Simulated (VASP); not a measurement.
Input of a VASP 6.6.1 run:

File INCAR:

```
SYSTEM = Bi3B2
  ALGO = Fast
  EDIFF = 1E-6
  ENCUT = 520
  GGA = PE
  ISIF = 2
  ISMEAR = 0
  LASPH = .True.
  LCHARG = .True.
  LELF = .True.
  LREAL = .False.
  LVHAR = .True.
  LWAVE = .False.
  NBANDS = 62
  NELM = 60
  PREC = Accurate
  SIGMA = 0.1
```

The input KPOINTS:

```
k-points
0
Gamma
  8 8 8
  0 0 0
```

POSCAR

```
Bi3B2
1.0
    0.0000000000      4.9247335658      4.9247335658
    4.9247335658      0.0000000000      4.9247335658
    4.9247335658      4.9247335658      0.0000000000
B Bi
4 6
Direct
    0.4375873961      0.4375873961      0.6872378116
    0.6872378116      0.4375873961      0.4375873961
    0.4375873961      0.4375873961      0.4375873961
    0.4375873961      0.6872378116      0.4375873961
    0.9958391718      0.5041608282      0.5041608282
    0.5041608282      0.9958391718      0.9958391718
    0.9958391718      0.9958391718      0.5041608282
    0.5041608282      0.5041608282      0.9958391718
    0.5041608282      0.9958391718      0.5041608282
    0.9958391718      0.5041608282      0.9958391718
```

Potentials or basis: VASP PAW PBE potentials, release 64 (B, Bi_d).

The run is started by

```sh
$ cat potpaw_PBE.64/B/POTCAR potpaw_PBE.64/Bi_d/POTCAR > POTCAR
$ mpirun -np 1 vasp_std > vasp.out
```

(1) Estimate the largest force.

(2) What does it give for the pressure?

Answers

(1) 0.025 eV/Å.

(2) 0.0 GPa.
